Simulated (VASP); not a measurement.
Here is a VASP 6.6.1 calculation.

POSCAR

```
Sc3Al
1.0
    4.4319878233      0.0000000000      0.0000000000
    0.0000000000      4.4319878233      0.0000000000
    0.0000000000      0.0000000000      4.4319878233
Sc Al
3 1
Direct
    0.5000000000      0.0000000000      0.5000000000
    0.0000000000      0.5000000000      0.5000000000
    0.5000000000      0.5000000000      0.0000000000
    0.0000000000      0.0000000000      0.0000000000
```

The input INCAR.step1:

```
SYSTEM = Sc3Al
  PREC = Accurate
  ENCUT = 520
  ISMEAR = 0
  SIGMA = 0.05
  LREAL = .FALSE.
  LASPH = .TRUE.
  NELM = 60
  NBANDS = 26
  GGA = PE
  ALGO = Normal
  EDIFF = 1E-4
  LWAVE = .TRUE.
  LCHARG = .FALSE.
```

Contents of INCAR.step2:

```
SYSTEM = Sc3Al
  PREC = Accurate
  ENCUT = 520
  EDIFF = 1E-6
  ISMEAR = 0
  SIGMA = 0.05
  LREAL = .FALSE.
  LASPH = .TRUE.
  NELM = 60
  ALGO = Normal
  ISIF = 2
  LWAVE = .FALSE.
  LCHARG = .FALSE.
  METAGGA = R2SCAN
  LMIXTAU = .TRUE.
  NBANDS = 26
  ISTART = 1
```

KPOINTS

```
Automatic mesh
0
G
  8 8 8
  0 0 0
```

Potentials or basis: VASP PAW PBE potentials, release 64 (Sc_sv, Al).

Launch:

```sh
$ cat potpaw_PBE.64/Sc_sv/POTCAR potpaw_PBE.64/Al/POTCAR > POTCAR
$ cp INCAR.step1 INCAR
$ mpirun -np 1 vasp_std > vasp.out
$ cp INCAR.step2 INCAR
$ mpirun -np 1 vasp_std > vasp.out
```

**Question.** What does it give for the band gap on the k mesh?

**Answer.** Zero (band 18 reaches 5.03 eV, above the bottom of band 19 at 3.39 eV).

**Question.** Predict the pressure.

**Answer.** -0.1 GPa.

Caveat: the PAW data sets were made with another functional, which shifts forces and pressure a little.
